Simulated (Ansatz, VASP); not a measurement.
# One calculation of MnSb, two programs

```xyz
4
Lattice="4.0985 0.0000 0.0000 -2.0493 3.5494 0.0000 0.0000 0.0000 5.5935" Properties=species:S:1:pos:R:3 pbc="T T T"
Mn    0.0000    0.0000    0.0000
Mn    0.0000    0.0000    2.7968
Sb    0.0000    2.3663    1.3984
Sb    2.0493    1.1831    4.1952
```

Alike in both runs: task single point; functional PBE; k mesh 10 × 10 × 6; occupations gaussian, width 0.05 eV; no spin polarisation.

|  | VASP | Ansatz |
| --- | --- | --- |
| version | VASP 6.6.1 | Ansatz 0.2.0 |
| potentials or method | VASP PAW PBE potentials, release 64 (Mn_pv, Sb), cutoff 520 eV | scalar-relativistic, plane waves, PAW |
| valence electrons in the cell | 36 | 60 |

VASP gave:

```
gap on the k mesh at the Fermi level (eV)                     : none
pressure (GPa)                                                : -13.3
traceless stress, the component that is largest in VASP (GPa) : -6.06
```

Question: What did Ansatz give for the same quantities?

Answer: gap on the k mesh at the Fermi level (eV): none; pressure (GPa): -13.3; traceless stress, the component that is largest in VASP (GPa): -6.20.

A gap of «none» marks a metal or a gap that the smearing closes. VASP's potentials hold 36 valence electrons a cell and Ansatz's 60, so a difference there can come from the potentials and not from the codes.

Spin-orbit coupling is off throughout.
